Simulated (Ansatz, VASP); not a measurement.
# TaN in VASP and in Ansatz

```
CELL_PARAMETERS angstrom
5.20077 0.00000 0.00000
-2.60038 4.50400 0.00000
0.00000 0.00000 2.90976
ATOMIC_POSITIONS crystal
Ta 0.00000 0.00000 0.00000
Ta 0.33333 0.66667 0.50000
Ta 0.66667 0.33333 0.50000
N 0.39236 0.00000 0.00000
N 0.60764 0.60764 0.00000
N 0.00000 0.39236 0.00000
```

Alike in both runs: functional r2SCAN; k mesh 9 × 9 × 12; occupations fermi-dirac, width 0.15 eV; no spin polarisation.

Ansatz relaxed the structure, and its values are those at the end. VASP's run is a single point on that final structure, the one shown.

```csv
,VASP,Ansatz
version,VASP 6.6.1,Ansatz 0.2.0
potentials or method,"VASP PAW PBE potentials, release 64 (Ta_pv, N), cutoff 520 eV","scalar-relativistic, plane waves, PAW"
valence electrons in the cell,48,54
```

|  | VASP | Ansatz | Ansatz less VASP |
| --- | --- | --- | --- |
| gap on the k mesh at the Fermi level (eV) | none | none | - |
| pressure (GPa) | 1.6 | 0.0 | -1.56 |

VASP's potentials were made for PBE, not for r2SCAN. A gap of «none» marks a metal or a gap that the smearing closes. VASP's potentials hold 48 valence electrons a cell and Ansatz's 54, so a difference there can come from the potentials and not from the codes.

Neither program's run includes spin-orbit coupling.
